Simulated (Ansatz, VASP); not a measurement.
## Sn2TeAs2 in VASP and in Ansatz

```
CELL_PARAMETERS angstrom
-2.56893 2.56893 5.03636
2.56893 -2.56893 5.03636
2.56893 2.56893 -5.03636
ATOMIC_POSITIONS crystal
Sn 0.35681 0.35681 0.00000
Sn 0.64319 0.64319 0.00000
Te 0.00000 0.00000 0.00000
As 0.75000 0.25000 0.50000
As 0.25000 0.75000 0.50000
```

Change from the starting cell: species swapped into the TbSi2Pd2 type (I4/mmm, No. 139).

Alike in both runs: functional PBE; k mesh 10 × 10 × 10; occupations gaussian, width 0.1 eV; no spin polarisation.

Ansatz relaxed the structure, and its values are those at the end. VASP's run is a single point on that final structure, the one shown.

|  | VASP | Ansatz |
| --- | --- | --- |
| version | VASP 6.6.1 | Ansatz 0.2.0 |
| potentials or method | VASP PAW PBE potentials, release 64 (Sn_d, Te, As), cutoff 520 eV | scalar-relativistic, plane waves, PAW |
| valence electrons in the cell | 44 | 74 |

```tsv
	VASP	Ansatz	Ansatz less VASP
gap on the k mesh at the Fermi level (eV)	none	none	-
pressure (GPa)	0.0	0.0	-0.01
rms of the force components (eV/Å)	0.003	0.001	-0.0025
```

A gap of «none» marks a metal or a gap that the smearing closes. VASP's potentials hold 44 valence electrons a cell and Ansatz's 74, so a difference there can come from the potentials and not from the codes.

Neither program's run includes spin-orbit coupling.
